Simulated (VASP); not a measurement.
# Sb (R-3m) in VASP: further runs

Runs on Sb. Level: LDA. Tasks: single point.

All numbers are computed with VASP 6.6.1; they aren't measurements. Logs are shortened: lines on timing, memory, paths and dates and some standing lists are left out, and cuts for length are marked.

## Step 1: The cell of the first run

The structure is trigonal, space group R-3m (No. 166). Conventional cell: a = 3.599 Å, b = 3.599 Å, c = 5.480 Å, α = 90.00°, β = 90.00°, γ = 120.00°. Sb (site symmetry -3m) has 12 Sb at 2.77 to 3.60 Å within 3.6 Å.

## Step 2: Single point, LDA

The input, INCAR:

```
PREC = Accurate
ENCUT = 500
EDIFF = 1E-6
ISMEAR = -1
SIGMA = 0.1
LREAL = False
LASPH = True
NELM = 120
ALGO = Normal
ISIF = 2
LWAVE = False
LCHARG = True
LELF = True
LVHAR = True
NBANDS = 12
GGA_COMPAT = False
```

The input, KPOINTS:

```
regular mesh
0
Gamma
  6 6 6
```

The input, POSCAR:

```
Sb
1.0
    1.7993741696      1.0388691612      3.6535735132
   -1.7993741696      1.0388691612      3.6535735132
    0.0000000000     -2.0777383224      3.6535735132
Sb
2
Direct
    0.2500004905      0.2500004905      0.2500004905
    0.7499995095      0.7499995095      0.7499995095
```

Potentials or basis: VASP PAW LDA potentials, release 64 (Sb).

On the command line:

```bash
> cat potpaw_LDA.64/Sb/POTCAR > POTCAR
> mpirun -np 1 vasp_std > vasp.out
```

OUTCAR:

```text
PREC = Accurate
   ENCUT = 500
   EDIFF = 1E-6
   ISMEAR = -1
   LREAL = False
   LASPH = True
   NELM = 120
   ISIF = 2

 ion  position               nearest neighbor table
   1  0.250  0.250  0.250-   2 2.77   2 2.77   2 2.77   2 2.77   2 2.77   2 2.77
   2  0.750  0.750  0.750-   1 2.77   1 2.77   1 2.77   1 2.77   1 2.77   1 2.77

  LATTYP: Found a trigonal (rhomboedric) cell.
 ALAT       =     4.2030460327
 COS(alpha) =     0.6334403424

  Lattice vectors:

 A1 = (   1.7993741696,   1.0388691612,   3.6535735132)
 A2 = (  -1.7993741696,   1.0388691612,   3.6535735132)
 A3 = (   0.0000000000,  -2.0777383224,   3.6535735132)

Analysis of symmetry for initial positions (statically):
=====================================================================
 Subroutine PRICEL returns following result:

  LATTYP: Found a trigonal (rhomboedric) cell.
 ALAT       =     2.7666199008
 COS(alpha) =     0.1539886391

  Lattice vectors:

 A1 = (   0.0000000000,   2.0777383224,   1.8267975091)
 A2 = (  -1.7993741696,  -1.0388691612,   1.8267760041)
 A3 = (   1.7993741696,  -1.0388691612,   1.8267975091)

   2 primitive cells build up your supercell.

 Routine SETGRP: Setting up the symmetry group for a
 trigonal (rhombohedral) supercell.

 Subroutine GETGRP returns: Found 12 space group operations
 (whereof 12 operations were pure point group operations)
 out of a pool of 12 trial point group operations.

The static configuration has the point symmetry D_3d.

Analysis of symmetry for dynamics (positions and initial velocities):
=====================================================================
 Subroutine PRICEL returns following result:

  LATTYP: Found a trigonal (rhomboedric) cell.
 ALAT       =     2.7666199008
 COS(alpha) =     0.1539886391

  Lattice vectors:

 A1 = (   0.0000000000,   2.0777383224,   1.8267975091)
 A2 = (  -1.7993741696,  -1.0388691612,   1.8267760041)
 A3 = (   1.7993741696,  -1.0388691612,   1.8267975091)

   2 primitive cells build up your supercell.

 Routine SETGRP: Setting up the symmetry group for a
 trigonal (rhombohedral) supercell.

 Subroutine GETGRP returns: Found 12 space group operations
 (whereof 12 operations were pure point group operations)
 out of a pool of 12 trial point group operations.

The dynamic configuration has the point symmetry D_3d.

 Subroutine INISYM returns: Found 12 space group operations
 (whereof 12 operations are pure point group operations),
 and found     2 'primitive' translations

----------------------------------------------------------------------------------------

                                     Primitive cell

  volume of cell :      20.4891

  direct lattice vectors                    reciprocal lattice vectors
     0.000000000  2.077738322  1.826797509    -0.000001090  0.320861078  0.182469398
    -1.799374170 -1.038869161  1.826776004    -0.277875481 -0.160431483  0.182469398
     1.799374170 -1.038869161  1.826797509     0.277873300 -0.160431483  0.182469398

  length of vectors
     2.766619901  2.766605701  2.766619901     0.369116395  0.369118036  0.369116395

  position of ions in fractional coordinates (direct lattice)
     0.500000000  0.500000000  0.500000000

  ion indices of the primitive-cell ions
   primitive index   ion index
                 1           1

----------------------------------------------------------------------------------------

 KPOINTS: regular mesh

Automatic generation of k-mesh.
 Grid dimensions read from file:
 generate k-points for:    6    6    6

 Generating k-lattice:

  Cartesian coordinates                     Fractional coordinates (reciprocal lattice)
     0.046312398  0.026738476  0.015205813     0.166666667  0.000000000 -0.000000000
    -0.046312398  0.026738476  0.015205813     0.000000000  0.166666667 -0.000000000
     0.000000000 -0.053476951  0.015205813    -0.000000000 -0.000000000  0.166666667

  Length of vectors
     0.055596772  0.055596772  0.055596772

  Shift w.r.t. Gamma in fractional coordinates (k-lattice)
     0.000000000  0.000000000  0.000000000

 Subroutine IBZKPT returns following result:
 ===========================================

 Found     32 irreducible k-points:

 Following reciprocal coordinates:
            Coordinates               Weight
  0.000000  0.000000  0.000000      1.000000
  0.166667  0.000000 -0.000000      6.000000
  0.333333  0.000000 -0.000000      6.000000
  0.500000  0.000000 -0.000000      3.000000
  0.166667  0.166667 -0.000000      6.000000
  0.333333  0.166667 -0.000000     12.000000
[... 16 lines left out ...]
  0.500000  0.500000  0.166667      6.000000
 -0.333333  0.500000  0.166667     12.000000
 [... further k-points ...]
   k-points           NKPTS =     32   k-points in BZ     NKDIM =     32   number of bands    NBANDS=     12
   number of dos      NEDOS =    301   number of ions     NIONS =      2
   total plane-waves  NPLWV =  32768
   dimension x,y,z NGX =    32 NGY =   32 NGZ =   32
   dimension x,y,z NGXF=    64 NGYF=   64 NGZF=   64
   ions per type =               2
   NGX,Y,Z   is equivalent  to a cutoff of  12.66, 12.66, 12.66 a.u.
   NGXF,Y,Z  is equivalent  to a cutoff of  25.31, 25.31, 25.31 a.u.
 SYSTEM =  unknown system
   PREC   = accura    normal or accurate (medium, high low for compatibility)
   ISTART =      0    job   : 0-new  1-cont  2-samecut
   ICHARG =      2    charge: 1-file 2-atom 10-const
   ISPIN  =      1    spin polarized calculation?
   LNONCOLLINEAR =      F non collinear calculations
   LSORBIT =      F    spin-orbit coupling
   LASPH  =      T    aspherical Exc in radial PAW
   ENCUT  =  500.0 eV  36.75 Ry    6.06 a.u.   7.66  7.66  7.66*2*pi/ulx,y,z
   NELM   =    120;   NELMIN=  2; NELMDL= -5     # of ELM steps
   EDIFF  = 0.1E-05   stopping-criterion for ELM
   LREAL  =      F    real-space projection
   EDIFFG = 0.1E-04   stopping-criterion for IOM
   NSW    =      0    number of steps for IOM
   IBRION =     -1    ionic relax: 0-MD 1-quasi-New 2-CG
   NFREE  =      0    steps in history (QN), initial steepest desc. (CG)
   ISIF   =      2    stress and relaxation
   ISYM   =      2    0-nonsym 1-usesym 2-fastsym
   POTIM  = 0.5000    time-step for ionic-motion
   TEBEG  =    0.0;   TEEND  =   0.0 temperature during run
   PSTRESS=    0.0 pullay stress
   NELECT =      10.0000    total number of electrons
   NUPDOWN=      -1.0000    fix difference up-down
   EMIN   =  10.00;   EMAX   =-10.00  energy-range for DOS
   EFERMI =   0.00;   METHOD = LEGACY
   ISMEAR =    -1;   SIGMA  =   0.10  broadening in eV -4-tet -1-fermi 0-gaus
   EFERMI_NEDOS =   21; number of points for ismear=-14 and -15
   IALGO  =     38    algorithm
   IMIX   =      4    mixing-type and parameters
     AMIX     =   0.40;   BMIX     =  1.00
     AMIX_MAG =   1.60;   BMIX_MAG =  1.00
  volume/ion in A,a.u.               =      20.49       138.27
  Fermi-wavevector in a.u.,A,eV,Ry     =   1.023036  1.933258 14.239900  1.046603
  Thomas-Fermi vector in A             =   2.156748
   LORBIT       =      0    0 simple, 1 ext, 2 COOP (PROOUT), +10 PAW based schemes
   GGA     = CA    functional components
   LHFCALC =     F    Hartree Fock is set to
   AEXX    =    0.0000 exact exchange contribution
   IVDW    =     0    specifies the selected vdW correction
   LEPSILON=     F    determine dielectric tensor
   LRPA    =     F    only Hartree local field effects (RPA)
 non-spin polarized calculation
  energy-cutoff  :      500.00
  volume of cell :       40.98
 maximum number of plane-waves:      1064
 NGX is ok and might be reduce to    32
   NGX = 15   NGY = 15   NGZ = 15

 number of electron      10.0000000 magnetization

 Free energy of the ion-electron system (eV)
  ---------------------------------------------------
  ext. energy  EPLUGINS =         0.00000000
  ---------------------------------------------------
  free energy    TOTEN  =        -8.02321729 eV

  energy without entropy =       -8.00073148  energy(sigma->0) =       -8.01197439

 E-fermi :  12.6420     XC(G=0): -11.4793

 val. band max:       12.6330461400   @ k =   0.5000   0.1667   0.1667
 cond. band min:      12.6599988881   @ k =  -0.1667   0.1667   0.0000
 fundamental gap:      0.0269527481
 Fermi energy:        12.6419509423

 k-point     1 :       0.0000    0.0000    0.0000
  band No.  band energies     occupation
      1      -3.1947      2.00000
      2       7.7810      2.00000
      3       9.2921      2.00000
      4      11.8427      1.99932
      5      11.8427      1.99932
      6      16.8321      0.00000
      7      17.0000      0.00000
      8      17.0000      0.00000
      9      17.7387      0.00000
     10      18.3348      0.00000
     11      18.3348      0.00000
     12      18.9740      0.00000

 k-point     2 :       0.1667    0.0000   -0.0000
  band No.  band energies     occupation
      1      -2.7164      2.00000
      2       7.0328      2.00000
      3       8.9319      2.00000
      4      11.2570      2.00000
      5      11.6371      1.99991
      6      14.9952      0.00000
      7      15.3643      0.00000
      8      16.2181      0.00000
      9      16.6799      0.00000
     10      18.8410      0.00000
     11      19.3401      0.00000
     12      22.4601      0.00000

 k-point     3 :       0.3333    0.0000   -0.0000
  band No.  band energies     occupation
      1      -1.2890      2.00000
      2       4.1249      2.00000
      3       8.9093      2.00000
      4      11.5093      1.99998
      5      12.1889      1.97867
      6      12.2783      1.94865
      7      13.3396      0.00187
      8      14.5517      0.00000
      9      16.7911      0.00000
     10      21.8288      0.00000
     11      22.2339      0.00000
     12      22.5863      0.00000
[... 286 lines left out ...]
 k-point    23 :       0.5000    0.5000    0.1667
  band No.  band energies     occupation
      1       0.2409      2.00000
      2       2.9214      2.00000
      3       5.9325      2.00000
      4       9.0701      2.00000
      5       9.1693      2.00000
      6      14.6981      0.00000
      7      18.6158      0.00000
      8      19.5462      0.00000
      9      20.8237      0.00000
     10      22.5981      0.00000
     11      22.6430      0.00000
     12      22.6961      0.00000

 k-point    24 :      -0.3333    0.5000    0.1667
  band No.  band energies     occupation
      1       1.5297      2.00000
      2       3.1035      2.00000
      3       4.8180      2.00000
      4       6.4310      2.00000
      5      10.4770      2.00000
      6      15.2980      0.00000
      7      16.2461      0.00000
      8      19.6535      0.00000
      9      20.2249      0.00000
     10      20.8633      0.00000
     11      23.6313      0.00000
     12      24.7661      0.00000

 [... further k-points ...]

------------------------ aborting loop because EDIFF is reached ----------------------------------------

  FORCE on cell =-STRESS in cart. coord.  units (eV):
  Direction    XX          YY          ZZ          XY          YZ          ZX
  --------------------------------------------------------------------------------------
  -------------------------------------------------------------------------------------
  Total       10.5679473     10.5679473     10.7401172     -0.0000000      0.0000000      0.0000000
  in kB      413.1899824    413.1899824    419.9215546     -0.0000000      0.0000000      0.0000000
  external PRESSURE =     415.4338398 kB  Pullay stress =       0.0000000 kB

 VOLUME and BASIS-vectors are now :
 -----------------------------------------------------------------------------
  energy-cutoff  :      500.00
  volume of cell :       40.98
      direct lattice vectors                 reciprocal lattice vectors
     1.799374170  1.038869161  3.653573513     0.277874390  0.160430854  0.091234878
    -1.799374170  1.038869161  3.653573513    -0.277874390  0.160430854  0.091234878
     0.000000000 -2.077738322  3.653573513     0.000000000 -0.320861708  0.091234878

 POSITION                                       TOTAL-FORCE (eV/Angst)
 -----------------------------------------------------------------------------------
      0.00000      0.00000      2.74019         0.000000      0.000000      0.000000
      0.00000      0.00000      8.22054         0.000000     -0.000000     -0.000000
 -----------------------------------------------------------------------------------
    total drift:                               -0.000000     -0.000000     -0.000000

  FREE ENERGIE OF THE ION-ELECTRON SYSTEM (eV)
  ---------------------------------------------------
  free  energy   TOTEN  =        -8.0232172923 eV

  energy  without entropy=       -8.0007314779  energy(sigma->0) =       -8.01197439
```

Run time: 22 s. Hardware: 1 thread of Intel Xeon 8259CL, shared host; peak memory 0.15 GiB.

What came out:

* Free energy: -8.0232 eV
* Pressure: 41.5 GPa
* Band gap on the k mesh: zero (band 5 reaches 14.46 eV, above the bottom of band 6 at 11.45 eV)

Caveat: spin-orbit coupling is left out, which moves the levels of the heavy elements.

## Step 3: Single point, LDA

This run uses another cell than the first one, of 23.13 Å³/atom, 1.129 times its volume.

The input, INCAR:

```
SYSTEM = Sb
PREC = Accurate
ENCUT = 500
EDIFF = 1E-6
ISMEAR = -1
SIGMA = 0.1
LREAL = .FALSE.
LASPH = .TRUE.
NELM = 120
ALGO = Normal
ISIF = 2
LWAVE = .FALSE.
LCHARG = .FALSE.
GGA = CA
NBANDS = 12
GGA_COMPAT = .FALSE.
```

The input, KPOINTS:

```
Automatic mesh
0
G
  6 6 6
  0 0 0
```

The input, POSCAR:

```
Sb
1.0
    1.9550350971      1.1287400396      3.4936620633
   -1.9550350971      1.1287400396      3.4936620633
    0.0000000000     -2.2574800791      3.4936620633
Sb
2
Direct
    0.2499274548      0.2499274548      0.2499274548
    0.7500725452      0.7500725452      0.7500725452
```

Potentials or basis: VASP PAW LDA potentials, release 64 (Sb).

On the command line:

```bash
> cat potpaw_LDA.64/Sb/POTCAR > POTCAR
> mpirun -np 1 vasp_std > vasp.out
```

OUTCAR:

```text
SYSTEM = Sb
   PREC = Accurate
   ENCUT = 500
   EDIFF = 1E-6
   ISMEAR = -1
   LREAL = .FALSE.
   LASPH = .TRUE.
   NELM = 120
   ISIF = 2
   GGA = CA

 ion  position               nearest neighbor table
   1  0.250  0.250  0.250-   2 2.85   2 2.85   2 2.85   2 2.86   2 2.86   2 2.86
   2  0.750  0.750  0.750-   1 2.85   1 2.85   1 2.85   1 2.86   1 2.86   1 2.86

  LATTYP: Found a trigonal (rhomboedric) cell.
 ALAT       =     4.1595541733
 COS(alpha) =     0.5581798257

[... 547 lines left out ...]

------------------------ aborting loop because EDIFF is reached ----------------------------------------

  FORCE on cell =-STRESS in cart. coord.  units (eV):
  Direction    XX          YY          ZZ          XY          YZ          ZX
  --------------------------------------------------------------------------------------
  -------------------------------------------------------------------------------------
  Total        6.0050901      6.0050901      6.0622412     -0.0000000      0.0000000      0.0000000
  in kB      207.9933616    207.9933616    209.9728573     -0.0000000      0.0000000      0.0000000
  external PRESSURE =     208.6531935 kB  Pullay stress =       0.0000000 kB

 VOLUME and BASIS-vectors are now :
 -----------------------------------------------------------------------------
  energy-cutoff  :      500.00
  volume of cell :       46.26
      direct lattice vectors                 reciprocal lattice vectors
     1.955035097  1.128740040  3.493662063     0.255749884  0.147657265  0.095410869
    -1.955035097  1.128740040  3.493662063    -0.255749884  0.147657265  0.095410869
     0.000000000 -2.257480079  3.493662063     0.000000000 -0.295314529  0.095410869

 POSITION                                       TOTAL-FORCE (eV/Angst)
 -----------------------------------------------------------------------------------
      0.00000      0.00000      2.61949         0.000000      0.000000      0.002458
      0.00000      0.00000      7.86150         0.000000     -0.000000     -0.002458
 -----------------------------------------------------------------------------------
    total drift:                               -0.000000     -0.000000      0.000000

  FREE ENERGIE OF THE ION-ELECTRON SYSTEM (eV)
  ---------------------------------------------------
  free  energy   TOTEN  =        -9.0005733563 eV

  energy  without entropy=       -8.9666022751  energy(sigma->0) =       -8.98358782
```

Wall time 24 s (1 thread of Intel Xeon 8259CL, shared host); peak memory 0.15 GiB.

Results:

| Item | Value |
| --- | --- |
| Free energy | -9.0006 eV |
| Pressure | 20.9 GPa |
| Band gap on the k mesh | zero (band 5 reaches 11.53 eV, above the bottom of band 6 at 9.83 eV) |

Forces on the atoms (eV/Å):
```
Sb   0.000  0.000  0.002
Sb   0.000  0.000 -0.002
```

Stress tensor (GPa, compression positive):
```
20.80  0.00  0.00
 0.00 20.80  0.00
 0.00  0.00 21.00
```

Caveat: spin-orbit coupling is left out, which moves the levels of the heavy elements.

(Continued in part 2 of 2.)
